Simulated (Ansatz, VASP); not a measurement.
**One calculation of LaZn, two programs**

```xyz
2
Lattice="3.7993 0.0000 0.0000 0.0000 3.7993 0.0000 0.0000 0.0000 3.7993" Properties=species:S:1:pos:R:3 pbc="T T T"
La    1.8997    1.8997    1.8997
Zn    0.0000    0.0000    0.0000
```

Change from the starting cell: volume scaled by 1.04.

Alike in both runs: task single point; functional LDA; k mesh 9 × 9 × 9; occupations fermi-dirac, width 0.05 eV; no spin polarisation.

```csv
,VASP,Ansatz
version,VASP 6.6.1,Ansatz 0.2.0
potentials or method,"VASP PAW LDA potentials, release 64 (La, Zn), cutoff 520 eV","all-electron LAPW, scalar-relativistic"
```

```tsv
	VASP	Ansatz	Ansatz less VASP
pressure (GPa)	-5.5	-5.5	-0.01
```

LDA's correlation is that of Perdew and Zunger in VASP and of Perdew and Wang (1992) in Ansatz. Ansatz ran all-electron here, and VASP with PAW potentials.

Spin-orbit coupling is off throughout.
